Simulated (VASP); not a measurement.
# MgO (Cmcm) in VASP: notebook

Runs on MgO. Level: PBEsol. Tasks: single point.

All numbers are computed with VASP 6.6.1; they aren't measurements. Logs are shortened: lines on timing, memory, paths and dates and some standing lists are left out, and cuts for length are marked.

## (1) The cell of the first run

Symmetry: Cmcm, No. 63, orthorhombic system. The conventional cell has a = 4.270 Å, b = 4.270 Å, c = 4.270 Å, α = 90.00°, β = 90.00°, γ = 90.00°. Within 2.7 Å of Mg (site symmetry m2m) lie 6 O at 2.03 to 2.24 Å. Within 2.7 Å of O (site symmetry m2m) lie 6 Mg at 2.03 to 2.24 Å.

## (2) Single point, PBEsol (mode 4 (275.8 1/cm) frozen in, largest displacement +0.188 Å)

INCAR reads:

```
SYSTEM = MgO
PREC     = Accurate       ! precision mode
ENCUT    = 520            ! plane-wave cutoff, eV
EDIFF    = 1E-6           ! SCF threshold, eV
ISMEAR   = 0              ! smearing method
SIGMA    = 0.05           ! smearing width, eV
LREAL    = .FALSE.        ! projectors in reciprocal space
LASPH    = .TRUE.         ! aspherical terms in the spheres
NELM     = 100            ! most SCF steps
ALGO     = Normal         ! electronic algorithm
ISIF     = 2              ! what is computed and relaxed
LWAVE    = .FALSE.        ! write WAVECAR
LCHARG   = .FALSE.        ! write CHGCAR
GGA      = PS             ! functional
NBANDS   = 16             ! bands
```

KPOINTS reads:

```
regular mesh
0
G
  8 8 6
  0 0 0
```

POSCAR reads:

```
MgO
1.0
    0.0000000000     -2.1351500000     -2.1351500000
    0.0000000000      2.1351500000     -2.1351500000
    4.2703000000      0.0000000000      0.0000000000
Mg O
2 2
Direct
    0.4560920778      0.5439079222      0.5000000000
    0.0439079222     -0.0439079222      0.0000000000
    0.5198562043      0.4801437957      0.0000000000
   -0.0198562043      0.0198562043      0.5000000000
```

Potentials or basis: VASP PAW PBE potentials, release 64 (Mg, O).

Command:

```sh
> cat potpaw_PBE.64/Mg/POTCAR potpaw_PBE.64/O/POTCAR > POTCAR
> mpirun -np 1 vasp_std > vasp.out
```

OUTCAR:

```text
SYSTEM = MgO
   PREC = Accurate
   ENCUT = 520
   EDIFF = 1E-6
   ISMEAR = 0
   LREAL = .FALSE.
   LASPH = .TRUE.
   NELM = 100
   ISIF = 2
   GGA = PS

 ion  position               nearest neighbor table
   1  0.456  0.544  0.500-   4 2.03   4 2.14   4 2.14   3 2.15   3 2.15   4 2.24   2 2.77   2 2.77
                             2 3.04   2 3.04   2 3.04   2 3.04   2 3.30   2 3.30
   2  0.044  0.956  0.000-   3 2.03   3 2.14   3 2.14   4 2.15   4 2.15   3 2.24   1 2.77   1 2.77
                             1 3.04   1 3.04   1 3.04   1 3.04   1 3.30   1 3.30
   3  0.520  0.480  0.000-   2 2.03   2 2.14   2 2.14   1 2.15   1 2.15   2 2.24
   4  0.980  0.020  0.500-   1 2.03   1 2.14   1 2.14   2 2.15   2 2.15   1 2.24

  LATTYP: Found a simple tetragonal cell.
 ALAT       =     3.0195580877
 C/A-ratio  =     1.4142135624

  Lattice vectors:

 A1 = (   0.0000000000,  -2.1351500000,  -2.1351500000)
 A2 = (   0.0000000000,   2.1351500000,  -2.1351500000)
 A3 = (   4.2703000000,   0.0000000000,   0.0000000000)

Analysis of symmetry for initial positions (statically):
=====================================================================
 Subroutine PRICEL returns:
 Original cell was already a primitive cell.

 Routine SETGRP: Setting up the symmetry group for a
 simple tetragonal supercell.

 Subroutine GETGRP returns: Found  8 space group operations
 (whereof  4 operations were pure point group operations)
 out of a pool of 16 trial point group operations.

The static configuration has the point symmetry C_2v.
 The point group associated with its full space group is D_2h.

Analysis of symmetry for dynamics (positions and initial velocities):
=====================================================================
 Subroutine PRICEL returns:
 Original cell was already a primitive cell.

 Routine SETGRP: Setting up the symmetry group for a
 simple tetragonal supercell.

 Subroutine GETGRP returns: Found  8 space group operations
 (whereof  4 operations were pure point group operations)
 out of a pool of 16 trial point group operations.

The dynamic configuration has the point symmetry C_2v.
 The point group associated with its full space group is D_2h.

 Subroutine INISYM returns: Found  8 space group operations
 (whereof  4 operations are pure point group operations),
 and found     1 'primitive' translations

----------------------------------------------------------------------------------------

                                     Primitive cell

  volume of cell :      38.9354

  direct lattice vectors                    reciprocal lattice vectors
     0.000000000 -2.135150000 -2.135150000     0.000000000 -0.234175585 -0.234175585
     0.000000000  2.135150000 -2.135150000     0.000000000  0.234175585 -0.234175585
     4.270300000  0.000000000  0.000000000     0.234175585  0.000000000  0.000000000

  length of vectors
     3.019558088  3.019558088  4.270300000     0.331174288  0.331174288  0.234175585

  position of ions in fractional coordinates (direct lattice)
     0.456092078  0.543907922  0.500000000
     0.043907922  0.956092078  0.000000000
     0.519856204  0.480143796  0.000000000
     0.980143796  0.019856204  0.500000000

  ion indices of the primitive-cell ions
   primitive index   ion index
                 1           1
                 2           2
                 3           3
                 4           4

----------------------------------------------------------------------------------------

 KPOINTS: regular mesh

Automatic generation of k-mesh.
 Grid dimensions read from file:
 generate k-points for:    8    8    6

 Generating k-lattice:

  Cartesian coordinates                     Fractional coordinates (reciprocal lattice)
     0.000000000 -0.029271948 -0.029271948     0.125000000  0.000000000  0.000000000
     0.000000000  0.029271948 -0.029271948     0.000000000  0.125000000  0.000000000
     0.039029264  0.000000000  0.000000000     0.000000000  0.000000000  0.166666667

  Length of vectors
     0.041396786  0.041396786  0.039029264

  Shift w.r.t. Gamma in fractional coordinates (k-lattice)
     0.000000000  0.000000000  0.000000000

 Subroutine IBZKPT returns following result:
 ===========================================

 Found     84 irreducible k-points:

 Following reciprocal coordinates:
            Coordinates               Weight
  0.000000  0.000000  0.000000      1.000000
  0.125000  0.000000  0.000000      4.000000
  0.250000  0.000000  0.000000      4.000000
  0.375000  0.000000  0.000000      4.000000
  0.500000  0.000000  0.000000      2.000000
  0.125000  0.125000  0.000000      2.000000
[... 16 lines left out ...]
  0.125000  0.000000  0.166667      8.000000
  0.250000  0.000000  0.166667      8.000000
 [... further k-points ...]
   k-points           NKPTS =     84   k-points in BZ     NKDIM =     84   number of bands    NBANDS=     16
   number of dos      NEDOS =    301   number of ions     NIONS =      4
   total plane-waves  NPLWV =  18432
   dimension x,y,z NGX =    24 NGY =   24 NGZ =   32
   dimension x,y,z NGXF=    48 NGYF=   48 NGZF=   64
   ions per type =               2   2
   NGX,Y,Z   is equivalent  to a cutoff of  13.21, 13.21, 12.46 a.u.
   NGXF,Y,Z  is equivalent  to a cutoff of  26.43, 26.43, 24.92 a.u.
 SYSTEM =  MgO
   PREC   = accura    normal or accurate (medium, high low for compatibility)
   ISTART =      0    job   : 0-new  1-cont  2-samecut
   ICHARG =      2    charge: 1-file 2-atom 10-const
   ISPIN  =      1    spin polarized calculation?
   LNONCOLLINEAR =      F non collinear calculations
   LSORBIT =      F    spin-orbit coupling
   LASPH  =      T    aspherical Exc in radial PAW
   ENCUT  =  520.0 eV  38.22 Ry    6.18 a.u.   5.61  5.61  7.94*2*pi/ulx,y,z
   NELM   =    100;   NELMIN=  2; NELMDL= -5     # of ELM steps
   EDIFF  = 0.1E-05   stopping-criterion for ELM
   LREAL  =      F    real-space projection
   EDIFFG = 0.1E-04   stopping-criterion for IOM
   NSW    =      0    number of steps for IOM
   IBRION =     -1    ionic relax: 0-MD 1-quasi-New 2-CG
   NFREE  =      0    steps in history (QN), initial steepest desc. (CG)
   ISIF   =      2    stress and relaxation
   ISYM   =      2    0-nonsym 1-usesym 2-fastsym
   POTIM  = 0.5000    time-step for ionic-motion
   TEBEG  =    0.0;   TEEND  =   0.0 temperature during run
   PSTRESS=    0.0 pullay stress
   NELECT =      16.0000    total number of electrons
   NUPDOWN=      -1.0000    fix difference up-down
   EMIN   =  10.00;   EMAX   =-10.00  energy-range for DOS
   EFERMI =   0.00;   METHOD = LEGACY
   ISMEAR =     0;   SIGMA  =   0.05  broadening in eV -4-tet -1-fermi 0-gaus
   EFERMI_NEDOS =   21; number of points for ismear=-14 and -15
   IALGO  =     38    algorithm
   IMIX   =      4    mixing-type and parameters
     AMIX     =   0.40;   BMIX     =  1.00
     AMIX_MAG =   1.60;   BMIX_MAG =  1.00
  volume/ion in A,a.u.               =       9.73        65.69
  Fermi-wavevector in a.u.,A,eV,Ry     =   1.217119  2.300022 20.155386  1.481379
  Thomas-Fermi vector in A             =   2.352450
   LORBIT       =      0    0 simple, 1 ext, 2 COOP (PROOUT), +10 PAW based schemes
   GGA     = PS    functional components
   LHFCALC =     F    Hartree Fock is set to
   AEXX    =    0.0000 exact exchange contribution
   IVDW    =     0    specifies the selected vdW correction
   LEPSILON=     F    determine dielectric tensor
   LRPA    =     F    only Hartree local field effects (RPA)
 non-spin polarized calculation
 Gauss-broadening in eV      SIGMA  =   0.05
  energy-cutoff  :      520.00
  volume of cell :       38.94
 maximum number of plane-waves:      1088
 NGX is ok and might be reduce to    24
   NGX = 11   NGY = 11   NGZ = 15

 number of electron      15.9999993 magnetization

 Free energy of the ion-electron system (eV)
  ---------------------------------------------------
  ext. energy  EPLUGINS =         0.00000000
  ---------------------------------------------------
  free energy    TOTEN  =       -24.71583154 eV

  energy without entropy =      -24.71583154  energy(sigma->0) =      -24.71583154

 E-fermi :   3.0166     XC(G=0): -11.1129

 val. band max:        2.8136083912   @ k =   0.0000   0.0000   0.0000
 cond. band min:       6.9487011516   @ k =   0.0000   0.0000   0.0000
 fundamental gap:      4.1350927604
 Fermi energy:         3.0166295785

 k-point     1 :       0.0000    0.0000    0.0000
  band No.  band energies     occupation
      1     -14.2188      2.00000
      2     -12.7476      2.00000
      3      -1.1843      2.00000
      4       1.4717      2.00000
      5       1.4762      2.00000
      6       2.7395      2.00000
[... 8 lines left out ...]
     15      18.6972      0.00000
     16      20.8680      0.00000

 k-point     2 :       0.1250    0.0000    0.0000
  band No.  band energies     occupation
      1     -14.1147      2.00000
      2     -12.7358      2.00000
      3      -1.0366      2.00000
      4       1.0276      2.00000
      5       1.5237      2.00000
      6       2.1097      2.00000
[... 8 lines left out ...]
     15      18.7599      0.00000
     16      20.5261      0.00000

 k-point     3 :       0.2500    0.0000    0.0000
  band No.  band energies     occupation
      1     -13.8296      2.00000
      2     -12.7333      2.00000
      3      -0.6088      2.00000
      4       0.1293      2.00000
      5       0.9097      2.00000
      6       1.6847      2.00000
[... 8 lines left out ...]
     15      19.4412      0.00000
     16      20.0564      0.00000

 k-point     4 :       0.3750    0.0000    0.0000
  band No.  band energies     occupation
      1     -13.4463      2.00000
      2     -12.8187      2.00000
      3      -0.5673      2.00000
      4      -0.0936      2.00000
      5       0.0459      2.00000
      6       1.6803      2.00000
[... 8 lines left out ...]
     15      19.5917      0.00000
     16      20.6070      0.00000

 k-point     5 :       0.5000    0.0000    0.0000
  band No.  band energies     occupation
      1     -13.1417      2.00000
      2     -12.9962      2.00000
      3      -0.7693      2.00000
      4      -0.5289      2.00000
      5       0.6953      2.00000
      6       1.0349      2.00000
[... 8 lines left out ...]
     15      19.3228      0.00000
     16      20.4165      0.00000

 k-point     6 :       0.1250    0.1250    0.0000
  band No.  band energies     occupation
      1     -14.0152      2.00000
      2     -12.7237      2.00000
      3      -0.8907      2.00000
      4       0.9405      2.00000
      5       1.2535      2.00000
      6       1.7254      2.00000
[... 8 lines left out ...]
     15      18.7350      0.00000
     16      20.1479      0.00000
[... 267 lines left out ...]
 k-point    21 :       0.5000    0.5000    0.0000
  band No.  band energies     occupation
      1     -12.7614      2.00000
      2     -12.7447      2.00000
      3      -1.1993      2.00000
      4      -1.1749      2.00000
      5       1.4243      2.00000
      6       1.4716      2.00000
[... 8 lines left out ...]
     15      20.7643      0.00000
     16      20.9945      0.00000

 k-point    22 :       0.0000    0.0000    0.1667
  band No.  band energies     occupation
      1     -14.1260      2.00000
      2     -12.8518      2.00000
      3      -1.0306      2.00000
      4       1.5442      2.00000
      5       1.5503      2.00000
      6       2.2768      2.00000
[... 8 lines left out ...]
     15      18.7884      0.00000
     16      20.6552      0.00000

 k-point    23 :       0.1250    0.0000    0.1667
  band No.  band energies     occupation
      1     -14.0259      2.00000
      2     -12.8310      2.00000
      3      -0.9445      2.00000
      4       1.1638      2.00000
      5       1.5643      2.00000
      6       1.6659      2.00000
[... 8 lines left out ...]
     15      18.7982      0.00000
     16      20.4385      0.00000

 k-point    24 :       0.2500    0.0000    0.1667
  band No.  band energies     occupation
      1     -13.7538      2.00000
      2     -12.8021      2.00000
      3      -0.8376      2.00000
      4       0.4965      2.00000
      5       0.5807      2.00000
      6       1.7369      2.00000
[... 8 lines left out ...]
     15      19.1026      0.00000
     16      20.1136      0.00000

 [... further k-points ...]

------------------------ aborting loop because EDIFF is reached ----------------------------------------

  FORCE on cell =-STRESS in cart. coord.  units (eV):
  Direction    XX          YY          ZZ          XY          YZ          ZX
  --------------------------------------------------------------------------------------
  -------------------------------------------------------------------------------------
  Total       -0.9388344     -0.8512665     -1.9068251      0.0000000      0.0000000      0.0000000
  in kB      -38.6326422    -35.0292610    -78.4650541      0.0000000      0.0000000      0.0000000
  external PRESSURE =     -50.7089858 kB  Pullay stress =       0.0000000 kB

 VOLUME and BASIS-vectors are now :
 -----------------------------------------------------------------------------
  energy-cutoff  :      520.00
  volume of cell :       38.94
      direct lattice vectors                 reciprocal lattice vectors
     0.000000000 -2.135150000 -2.135150000     0.000000000 -0.234175585 -0.234175585
     0.000000000  2.135150000 -2.135150000     0.000000000  0.234175585 -0.234175585
     4.270300000  0.000000000  0.000000000     0.234175585  0.000000000  0.000000000

 POSITION                                       TOTAL-FORCE (eV/Angst)
 -----------------------------------------------------------------------------------
      2.13515      0.18750     -2.13515         0.000000     -1.348145      0.000000
      0.00000      1.94765     -2.13515         0.000000      1.348145      0.000000
      0.00000     -0.08479     -2.13515         0.000000      0.344438      0.000000
      2.13515     -2.05036     -2.13515         0.000000     -0.344438      0.000000
 -----------------------------------------------------------------------------------
    total drift:                                0.000000      0.000000     -0.000000

  FREE ENERGIE OF THE ION-ELECTRON SYSTEM (eV)
  ---------------------------------------------------
  free  energy   TOTEN  =       -24.7158315399 eV

  energy  without entropy=      -24.7158315399  energy(sigma->0) =      -24.71583154
```

Run time: 64 s. Hardware: 1 thread of AMD EPYC 7R13, shared host; peak memory 0.15 GiB.

What came out:

| Property | Result |
| --- | --- |
| Free energy | -24.7158 eV |
| Pressure | -5.1 GPa |
| Largest force | 1.348 eV/Å |
| Band gap on the k mesh | 4.14 eV, direct |

Forces on the atoms (eV/Å):
```
Mg   0.000 -1.348  0.000
Mg   0.000  1.348  0.000
O    0.000  0.344  0.000
O    0.000 -0.344  0.000
```

Caveat: the cell differs from its parent crystal (mode 4 (275.8 1/cm) frozen in, largest displacement +0.188 Å); the PAW data sets were made with another functional, which shifts forces and pressure a little.

[end of part 1 of 2]
